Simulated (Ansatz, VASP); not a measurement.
One calculation of AgSb, two programs

```
Ag Sb
1.0
     0.00000    3.12596    3.12596
     3.12596    0.00000    3.12596
     3.12596    3.12596    0.00000
Ag Sb
1 1
Direct
  0.00000 0.00000 0.00000
  0.75000 0.75000 0.75000
```

Alike in both runs: functional PBE; k mesh 6 × 6 × 6; occupations gaussian, width 0.1 eV; no spin polarisation.

Ansatz relaxed the structure, and its values are those at the end. VASP's run is a single point on that final structure, the one shown.

|  | VASP | Ansatz |
| --- | --- | --- |
| version | VASP 6.6.1 | Ansatz 0.2.0 |
| potentials or method | VASP PAW PBE potentials, release 64 (Ag, Sb), cutoff 520 eV | scalar-relativistic, plane waves, PAW |
| valence electrons in the cell | 16 | 34 |

```tsv
	VASP	Ansatz	Ansatz less VASP
gap on the k mesh at the Fermi level (eV)	none	none	-
pressure (GPa)	0.1	0.2	+0.14
```

A gap of «none» marks a metal or a gap that the smearing closes. VASP's potentials hold 16 valence electrons a cell and Ansatz's 34, so a difference there can come from the potentials and not from the codes.

Spin-orbit coupling is off throughout.
